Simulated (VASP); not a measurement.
Set up this calculation in VASP 6.6.1, as the native input.

- Task: single point
- Functional: PBE
- Potentials or basis: VASP PAW PBE potentials, release 64 (Bi_d, O)
- Cutoff: 520 eV
- k mesh: 29 × 29 × 29
- Occupations: fermi-dirac, width 0.0612256 eV
- Spin: no spin polarisation
- Dipole correction: no
- Further INCAR settings: ALGO = Normal; EDIFF = 1e-07; NBANDS = 25

The structure of Bi2O (antifluorite type) lies in POSCAR:

```
Bi2O
1.0
    0.0000000000      3.2595964395      3.2595964395
    3.2595964395      0.0000000000      3.2595964395
    3.2595964395      3.2595964395      0.0000000000
Bi O
2 1
Direct
    0.2500000000      0.2500000000      0.2500000000
    0.7500000000      0.7500000000      0.7500000000
    0.0000000000      0.0000000000      0.0000000000
```

One way to write it, as run:

INCAR

```
ALGO = Normal
EDIFF = 1E-7
ENCUT = 520
GGA = PE
ISIF = 2
ISMEAR = -1
LASPH = T
LCHARG = F
LREAL = F
LWAVE = F
NBANDS = 25
NELM = 80
PREC = Accurate
SIGMA = 0.06122561905347299
```

KPOINTS

```
k-points
0
Gamma
  29 29 29
```

Potentials or basis: VASP PAW PBE potentials, release 64 (Bi_d, O).

Command:

```bash
$ cat potpaw_PBE.64/Bi_d/POTCAR potpaw_PBE.64/O/POTCAR > POTCAR
$ mpirun -np 1 vasp_std > vasp.out
```

It gave:

```json
{"Pressure": "-0.2 GPa", "Band gap on the k mesh": "zero (band 18 reaches 7.62 eV, above the bottom of band 19 at 5.73 eV)"}
```

Caveat: spin-orbit coupling is left out, which moves the levels of the heavy elements.

Run time: 11 min on 1 thread of Intel(R) Xeon(R) 6975P-C (Granite Rapids), on a shared host, peak memory 0.97 GiB.
